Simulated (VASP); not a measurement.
Write the native input for VASP 6.6.1 that does the following.

| Property | Result |
| --- | --- |
| Task | single point |
| Functional | r2SCAN |
| Potentials or basis | VASP PAW PBE potentials, release 64 (Zr_sv, S) |
| Cutoff | 550 eV |
| k mesh | 16 × 16 × 16 |
| Occupations | gaussian, width 0.15 eV |
| Spin | no spin polarisation |
| Dipole correction | no |
| Further INCAR settings | ALGO = Normal; EDIFF = 1e-06; NBANDS = 16 |

ZrS:

```
Zr S
1.0
     0.00000    2.52000    2.73000
     2.52000    0.00000    2.73000
     2.52000    2.52000    0.00000
Zr S
1 1
Direct
  0.00000 0.00000 0.00000
  0.50000 0.50000 0.50000
```

This cell differs from its parent crystal: strain -0.040 along x and y, +0.040 along z.

The input as run:

POSCAR

```
ZrS
1.0
    0.0000000000      2.5200000000      2.7300000000
    2.5200000000      0.0000000000      2.7300000000
    2.5200000000      2.5200000000      0.0000000000
Zr S
1 1
Direct
    0.0000000000      0.0000000000      0.0000000000
    0.5000000000      0.5000000000      0.5000000000
```

INCAR.step1

```
SYSTEM = ZrS
PREC = Accurate ; ENCUT = 550
ISMEAR = 0 ; SIGMA = 0.15
LREAL = .FALSE. ; LASPH = .TRUE.
NELM = 120 ; NBANDS = 16
GGA = PE ; ALGO = Normal
EDIFF = 1E-5 ; LWAVE = .TRUE.
LCHARG = .FALSE. ; GGA_COMPAT = .FALSE.
```

INCAR.step2

```
SYSTEM = ZrS
PREC = Accurate ; ENCUT = 550
EDIFF = 1E-6 ; ISMEAR = 0
SIGMA = 0.15 ; LREAL = .FALSE.
LASPH = .TRUE. ; NELM = 120
ALGO = Normal ; ISIF = 2
LWAVE = .FALSE. ; LCHARG = .FALSE.
METAGGA = R2SCAN ; LMIXTAU = .TRUE.
NBANDS = 16 ; ISTART = 1
GGA_COMPAT = .FALSE.
```

KPOINTS

```
regular mesh
0
G
  16 16 16
  0 0 0
```

Potentials or basis: VASP PAW PBE potentials, release 64 (Zr_sv, S).

Run with:

```bash
$ cat potpaw_PBE.64/Zr_sv/POTCAR potpaw_PBE.64/S/POTCAR > POTCAR
$ cp INCAR.step1 INCAR
$ mpirun -np 1 vasp_std > vasp.out
$ cp INCAR.step2 INCAR
$ mpirun -np 1 vasp_std > vasp.out
```

It gave:

* Pressure: 6.6 GPa
* Band gap on the k mesh: zero (bands 9 and 10 overlap by 2.85 eV)

Caveat: the cell differs from its parent crystal (strain -0.040 along x and y, +0.040 along z); the stress differs along the axes, from -8 to 14 GPa; the PAW data sets were made with another functional, which shifts forces and pressure a little.

It took 8.2 min on 1 thread of Oxide Virtual Turin-like Processor, on a shared host, peak memory 0.3 GiB.
